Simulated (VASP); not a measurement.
W:

```
CELL_PARAMETERS angstrom
-1.58234 1.58234 1.58234
1.58234 -1.58234 1.58234
1.58234 1.58234 -1.58234
ATOMIC_POSITIONS crystal
W 0.00000 0.00000 0.00000
```

```yaml
Program: VASP 6.6.1
Task: relaxation of cell and atoms
Functional: LDA
Potentials_or_basis: VASP PAW LDA potentials, release 64 (W_sv)
Cutoff: 600 eV
k_mesh: 12 × 12 × 12
Occupations: fermi-dirac, width 0.05 eV
Spin: no spin polarisation
```

At the start: pressure -7.2 GPa; volume 15.85 Å³/atom.

Where does the relaxation end?

Over 4 steps the energy falls by 8.2 meV/atom and the volume is 15.49 Å³/atom (-2.3 %); space group Im-3m (No. 229, to 0.05 Å).

The path:
```csv
step,energy change (eV),largest force (eV/Å),pressure (GPa),volume (Å³)
1,0.0000,0.0000,-7.20,15.85
2,0.1043,0.0000,31.80,14.27
3,-0.0082,0.0000,-0.24,15.50
4,-0.0082,0.0000,-0.04,15.49
```

Final structure:
```cif
data_structure
_symmetry_space_group_name_H-M 'P 1'
_symmetry_Int_Tables_number 1
_cell_length_a 2.7199
_cell_length_b 2.7199
_cell_length_c 2.7199
_cell_angle_alpha 109.471
_cell_angle_beta 109.471
_cell_angle_gamma 109.471
_cell_volume 15.49
loop_
_atom_site_label
_atom_site_type_symbol
_atom_site_fract_x
_atom_site_fract_y
_atom_site_fract_z
_atom_site_occupancy
W1 W 0.00000 0.00000 0.00000 1
```
